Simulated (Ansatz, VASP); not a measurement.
Y: VASP beside Ansatz

```xyz
1
Lattice="-2.0203 2.0203 2.0203 2.0203 -2.0203 2.0203 2.0203 2.0203 -2.0203" Properties=species:S:1:pos:R:3 pbc="T T T"
Y     0.0000    0.0000    0.0000
```

Alike in both runs: functional PBE; k mesh 14 × 14 × 14; occupations fermi-dirac, width 0.05 eV; no spin polarisation.

Ansatz relaxed the structure, and its values are those at the end. VASP's run is a single point on that final structure, the one shown.

|  | VASP | Ansatz |
| --- | --- | --- |
| version | VASP 6.6.1 | Ansatz 0.2.0 |
| potentials or method | VASP PAW PBE potentials, release 64 (Y_sv), cutoff 520 eV | all-electron LAPW, scalar-relativistic |

|  | VASP | Ansatz | Ansatz less VASP |
| --- | --- | --- | --- |
| pressure (GPa) | -0.1 | 0.0 | +0.10 |

Ansatz ran all-electron here, and VASP with PAW potentials.
